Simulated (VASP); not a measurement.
# Mg2GeN3 (P-3m1) in VASP: a series of runs

Runs on Mg2GeN3. Level: PBE. Tasks: relaxation of cell and atoms, single point.

Everything below comes from runs of VASP 6.6.1. Logs are shortened: lines on timing, memory, paths and dates and some standing lists are left out, and cuts for length are marked.

**1. The cell of the first run**

The structure is trigonal, space group P-3m1 (No. 164). The conventional cell has a = 3.480 Å, b = 3.480 Å, c = 8.551 Å, α = 90.00°, β = 90.00°, γ = 120.00°. Within 3.2 Å of Mg (site symmetry 3m) lie 6 N at 2.39 to 2.43 Å. Ge (site symmetry -3m) has 6 N at 2.58 Å within 3.4 Å. N (site symmetry 3m) has 3 Mg at 2.39 Å and 3 Ge at 2.58 Å within 3.2 Å. N (site symmetry -3m) has 6 Mg at 2.43 Å within 3.2 Å.

**2. Relaxation of cell and atoms, PBE**

INCAR

```
PREC = Accurate ; ENCUT = 600
EDIFF = 1E-7 ; ISMEAR = 0
SIGMA = 0.2 ; LREAL = F
LASPH = T ; NELM = 80
ALGO = Normal ; ISIF = 3
LWAVE = F ; LCHARG = F
GGA = PE ; IBRION = 2
NSW = 36 ; EDIFFG = -0.08
```

KPOINTS

```
Automatic mesh
0
Gamma
  5 5 2
```

POSCAR

```
Mg2GeN3
1.0
    3.4802240000      0.0000000000      0.0000000000
   -1.7401120000      3.0139624000      0.0000000000
    0.0000000000      0.0000000000      8.5506251000
Mg Ge N
2 1 3
Direct
    0.3333333300      0.6666666700      0.6595590100
    0.6666666700      0.3333333300      0.3404409900
    0.0000000000      0.0000000000      0.0000000000
    0.3333333300      0.6666666700      0.1892480000
    0.6666666700      0.3333333300      0.8107520000
    0.0000000000      0.0000000000      0.5000000000
```

Potentials or basis: VASP PAW PBE potentials, release 64 (Mg, Ge_d, N).

Command:

```console
$ cat potpaw_PBE.64/Mg/POTCAR potpaw_PBE.64/Ge_d/POTCAR potpaw_PBE.64/N/POTCAR > POTCAR
$ mpirun -np 1 vasp_std > vasp.out
```

OUTCAR:

```text
PREC = Accurate
   ENCUT = 600
   EDIFF = 1E-7
   ISMEAR = 0
   LREAL = F
   LASPH = T
   NELM = 80
   ISIF = 3
   GGA = PE
   IBRION = 2
   NSW = 36
   EDIFFG = -0.08

 ion  position               nearest neighbor table
   1  0.333  0.667  0.660-   5 2.39   5 2.39   5 2.39   6 2.43   6 2.43   6 2.43   2 3.39   2 3.39
                             2 3.39
   2  0.667  0.333  0.340-   4 2.39   4 2.39   4 2.39   6 2.43   6 2.43   6 2.43   1 3.39   1 3.39
                             1 3.39
   3  0.000  0.000  0.000-
   4  0.333  0.667  0.189-   2 2.39   2 2.39   2 2.39
   5  0.667  0.333  0.811-   1 2.39   1 2.39   1 2.39
   6  0.000  0.000  0.500-   1 2.43   2 2.43   2 2.43   1 2.43   2 2.43   1 2.43

  LATTYP: Found a hexagonal cell.
 ALAT       =     3.4802240000
 C/A-ratio  =     2.4569180317

  Lattice vectors:

 A1 = (   3.4802240000,   0.0000000000,   0.0000000000)
 A2 = (  -1.7401120000,   3.0139624000,   0.0000000000)
 A3 = (   0.0000000000,   0.0000000000,   8.5506251000)

Analysis of symmetry for initial positions (statically):
=====================================================================
 Subroutine PRICEL returns:
 Original cell was already a primitive cell.

 Routine SETGRP: Setting up the symmetry group for a
 hexagonal supercell.

 Subroutine GETGRP returns: Found 12 space group operations
 (whereof 12 operations were pure point group operations)
 out of a pool of 24 trial point group operations.

The static configuration has the point symmetry D_3d.

Analysis of symmetry for dynamics (positions and initial velocities):
=====================================================================
 Subroutine PRICEL returns:
 Original cell was already a primitive cell.

 Routine SETGRP: Setting up the symmetry group for a
 hexagonal supercell.

 Subroutine GETGRP returns: Found 12 space group operations
 (whereof 12 operations were pure point group operations)
 out of a pool of 24 trial point group operations.

The dynamic configuration has the point symmetry D_3d.

 Subroutine INISYM returns: Found 12 space group operations
 (whereof 12 operations are pure point group operations),
 and found     1 'primitive' translations

----------------------------------------------------------------------------------------

                                     Primitive cell

  volume of cell :      89.6898

  direct lattice vectors                    reciprocal lattice vectors
     3.480224000  0.000000000  0.000000000     0.287337827  0.165894571  0.000000000
    -1.740112000  3.013962400  0.000000000     0.000000000  0.331789142  0.000000000
     0.000000000  0.000000000  8.550625100     0.000000000  0.000000000  0.116950514

  length of vectors
     3.480224000  3.480224004  8.550625100     0.331789143  0.331789142  0.116950514

  position of ions in fractional coordinates (direct lattice)
     0.333333330  0.666666670  0.659559010
     0.666666670  0.333333330  0.340440990
     0.000000000  0.000000000  0.000000000
     0.333333330  0.666666670  0.189248000
     0.666666670  0.333333330  0.810752000
     0.000000000  0.000000000  0.500000000

  ion indices of the primitive-cell ions
   primitive index   ion index
                 1           1
                 2           2
                 3           3
                 4           4
                 5           5
                 6           6

----------------------------------------------------------------------------------------

 KPOINTS: Automatic mesh

Automatic generation of k-mesh.
 Grid dimensions read from file:
 generate k-points for:    5    5    2

 Generating k-lattice:

  Cartesian coordinates                     Fractional coordinates (reciprocal lattice)
     0.057467565  0.033178914  0.000000000     0.200000000  0.000000000  0.000000000
     0.000000000  0.066357828  0.000000000     0.000000000  0.200000000  0.000000000
     0.000000000  0.000000000  0.058475257     0.000000000  0.000000000  0.500000000

  Length of vectors
     0.066357829  0.066357828  0.058475257

  Shift w.r.t. Gamma in fractional coordinates (k-lattice)
     0.000000000  0.000000000  0.000000000

 Subroutine IBZKPT returns following result:
 ===========================================

 Found     10 irreducible k-points:

 Following reciprocal coordinates:
            Coordinates               Weight
  0.000000  0.000000  0.000000      1.000000
  0.200000  0.000000  0.000000      6.000000
  0.400000  0.000000  0.000000      6.000000
  0.200000  0.200000  0.000000      6.000000
  0.400000  0.200000  0.000000      6.000000
  0.000000  0.000000  0.500000      1.000000
  0.200000  0.000000  0.500000      6.000000
  0.400000  0.000000  0.500000      6.000000
  0.200000  0.200000  0.500000      6.000000
  0.400000  0.200000  0.500000      6.000000
   k-points           NKPTS =     10   k-points in BZ     NKDIM =     10   number of bands    NBANDS=     20
   number of dos      NEDOS =    301   number of ions     NIONS =      6
   total plane-waves  NPLWV =  54880
   dimension x,y,z NGX =    28 NGY =   28 NGZ =   70
   dimension x,y,z NGXF=    56 NGYF=   56 NGZF=  140
   ions per type =               2   1   3
   NGX,Y,Z   is equivalent  to a cutoff of  13.38, 13.38, 13.61 a.u.
   NGXF,Y,Z  is equivalent  to a cutoff of  26.75, 26.75, 27.22 a.u.
 SYSTEM =  unknown system
   PREC   = accura    normal or accurate (medium, high low for compatibility)
   ISTART =      0    job   : 0-new  1-cont  2-samecut
   ICHARG =      2    charge: 1-file 2-atom 10-const
   ISPIN  =      1    spin polarized calculation?
   LNONCOLLINEAR =      F non collinear calculations
   LSORBIT =      F    spin-orbit coupling
   LASPH  =      T    aspherical Exc in radial PAW
   ENCUT  =  600.0 eV  44.10 Ry    6.64 a.u.   6.95  6.95 17.08*2*pi/ulx,y,z
   NELM   =     80;   NELMIN=  2; NELMDL= -5     # of ELM steps
   EDIFF  = 0.1E-06   stopping-criterion for ELM
   LREAL  =      F    real-space projection
   EDIFFG = -.8E-01   stopping-criterion for IOM
   NSW    =     36    number of steps for IOM
   IBRION =      2    ionic relax: 0-MD 1-quasi-New 2-CG
   NFREE  =      1    steps in history (QN), initial steepest desc. (CG)
   ISIF   =      3    stress and relaxation
   ISYM   =      2    0-nonsym 1-usesym 2-fastsym
   POTIM  = 0.5000    time-step for ionic-motion
   TEBEG  =    0.0;   TEEND  =   0.0 temperature during run
   PSTRESS=    0.0 pullay stress
   NELECT =      33.0000    total number of electrons
   NUPDOWN=      -1.0000    fix difference up-down
   EMIN   =  10.00;   EMAX   =-10.00  energy-range for DOS
   EFERMI =   0.00;   METHOD = LEGACY
   ISMEAR =     0;   SIGMA  =   0.20  broadening in eV -4-tet -1-fermi 0-gaus
   EFERMI_NEDOS =   21; number of points for ismear=-14 and -15
   IALGO  =     38    algorithm
   IMIX   =      4    mixing-type and parameters
     AMIX     =   0.40;   BMIX     =  1.00
     AMIX_MAG =   1.60;   BMIX_MAG =  1.00
  volume/ion in A,a.u.               =      14.95       100.88
  Fermi-wavevector in a.u.,A,eV,Ry     =   1.173091  2.216821 18.723568  1.376143
  Thomas-Fermi vector in A             =   2.309510
   LORBIT       =      0    0 simple, 1 ext, 2 COOP (PROOUT), +10 PAW based schemes
   GGA     = PE    functional components
   LHFCALC =     F    Hartree Fock is set to
   AEXX    =    0.0000 exact exchange contribution
   IVDW    =     0    specifies the selected vdW correction
   LEPSILON=     F    determine dielectric tensor
   LRPA    =     F    only Hartree local field effects (RPA)
 conjugate gradient relaxation of ions
 non-spin polarized calculation
 Gauss-broadening in eV      SIGMA  =   0.20
  energy-cutoff  :      600.00
  volume of cell :       89.69
 maximum number of plane-waves:      3007
 NGX is ok and might be reduce to    28
   NGX = 13   NGY = 13   NGZ = 35

--------------------------------------- Ionic step        1  -------------------------------------------

 number of electron      33.0000009 magnetization

 Free energy of the ion-electron system (eV)
  ---------------------------------------------------
  ext. energy  EPLUGINS =         0.00000000
  ---------------------------------------------------
  free energy    TOTEN  =       -29.40550457 eV

  energy without entropy =      -29.29991862  energy(sigma->0) =      -29.35271160

 E-fermi :   2.2120     XC(G=0):  -9.8303

 val. band max:        2.1944208164   @ k =   0.4000   0.0000   0.0000
 cond. band min:       2.2944650975   @ k =   0.2000   0.2000   0.0000
 fundamental gap:      0.1000442810
 Fermi energy:         2.2119550941

 k-point     1 :       0.0000    0.0000    0.0000
  band No.  band energies     occupation
      1     -22.3588      2.00000
      2     -22.3588      2.00000
      3     -22.3382      2.00000
      4     -22.3257      2.00000
      5     -22.3257      2.00000
      6     -11.1404      2.00000
[... 12 lines left out ...]
     19       5.2306      0.00000
[... 319 lines left out ...]
  FREE ENERGIE OF THE ION-ELECTRON SYSTEM (eV)
  ---------------------------------------------------
  free  energy   TOTEN  =       -33.1895583694 eV

  energy  without entropy=      -33.1498200399  energy(sigma->0) =      -33.16968920

[... ionic steps 4 to 8 ...]

--------------------------------------- Ionic step        9  -------------------------------------------

 number of electron      33.0000000 magnetization

------------------------ aborting loop because EDIFF is reached ----------------------------------------

  FORCE on cell =-STRESS in cart. coord.  units (eV):
  Direction    XX          YY          ZZ          XY          YZ          ZX
  --------------------------------------------------------------------------------------
  -------------------------------------------------------------------------------------
  Total        0.1279359      0.1279359     -0.1400115      0.0000000      0.0000000      0.0000000
  in kB        3.4013411      3.4013411     -3.7223866      0.0000000      0.0000000      0.0000000
  external PRESSURE =       1.0267652 kB  Pullay stress =       0.0000000 kB
[... 65 lines left out ...]
  energy  without entropy=      -34.1268990200  energy(sigma->0) =      -34.15898208

--------------------------------------- Ionic step       11  -------------------------------------------

 number of electron      33.0000000 magnetization

 Free energy of the ion-electron system (eV)
  ---------------------------------------------------
  ext. energy  EPLUGINS =         0.00000000
  ---------------------------------------------------
  free energy    TOTEN  =       -34.19319221 eV

  energy without entropy =      -34.12981546  energy(sigma->0) =      -34.16150384

 E-fermi :   5.3930     XC(G=0): -11.5687

 val. band max:        5.3375295020   @ k =   0.4000   0.0000   0.5000
 cond. band min:       5.4454550215   @ k =   0.0000   0.0000   0.0000
 fundamental gap:      0.1079255195
 Fermi energy:         5.3929595706

 k-point     1 :       0.0000    0.0000    0.0000
  band No.  band energies     occupation
      1     -18.6043      2.00000
      2     -18.6043      2.00000
      3     -18.6019      2.00000
      4     -18.5376      2.00000
      5     -18.5376      2.00000
      6     -11.5891      2.00000
[... 12 lines left out ...]
     19      10.5876      0.00000
[... 239 lines left out ...]
  FREE ENERGIE OF THE ION-ELECTRON SYSTEM (eV)
  ---------------------------------------------------
  free  energy   TOTEN  =       -34.1931922148 eV

  energy  without entropy=      -34.1298154626  energy(sigma->0) =      -34.16150384

 reached required accuracy - stopping structural energy minimisation
```

It took 4.6 min on 1 thread of Intel Xeon 6975P-C (Granite Rapids), shared host; peak memory 0.25 GiB.

Results:

```
Free energy                            : -34.1932 eV
Relaxed volume                         : 10.05 Å³/atom
Relaxed cell                           : a = 3.001 Å, b = 3.001 Å, c = 7.733 Å, α = 90.00°, β = 90.00°, γ = 120.00°
Space group after relaxing (to 0.05 Å) : P-3m1 (No. 164)
Energy gained by relaxing              : 797.9 meV/atom
Ionic steps                            : 11
Pressure after relaxing                : -0.2 GPa
Largest force after relaxing           : 0.061 eV/Å
```

Forces in eV/Å, atoms in the order of the input:
```
Mg   0.000  0.000  0.061
Mg   0.000  0.000 -0.061
Ge   0.000  0.000  0.000
N    0.000  0.000 -0.015
N    0.000  0.000  0.015
N    0.000  0.000  0.000
```

The path:
```csv
step,energy change (eV),largest force (eV/Å),pressure (GPa),volume (Å³)
1,0.0000,1.6378,-23.82,89.69
2,-3.5797,3.3400,-8.10,63.81
3,-3.7841,3.5159,3.93,58.63
4,-4.4406,0.7714,14.92,55.75
5,-4.4484,0.6988,13.41,56.00
6,-4.7312,0.2707,-3.75,61.97
7,-4.7409,0.3044,-1.50,60.97
8,-4.7791,0.2130,-0.53,60.54
9,-4.7856,0.1517,0.10,60.26
10,-4.7856,0.1488,0.16,60.25
11,-4.7877,0.0606,-0.15,60.31
```

Final structure:
```
Mg Ge N
1.0
     3.00096    0.00000    0.00000
    -1.50048    2.59890    0.00000
     0.00000    0.00000    7.73323
Mg Ge N
2 1 3
Direct
  0.33333 0.66667 0.66569
  0.66667 0.33333 0.33431
  0.00000 0.00000 0.00000
  0.33333 0.66667 0.14391
  0.66667 0.33333 0.85609
  0.00000 0.00000 0.50000
```

Caveat: the k points lie up to 0.48 Å⁻¹ apart in the final cell; the volume moved by over 15 % at a fixed basis, so the end points are rough; the relaxation stopped at a loose force limit of 0.08 eV/Å, so its end isn't a converged minimum.

(Continued in part 2 of 2.)
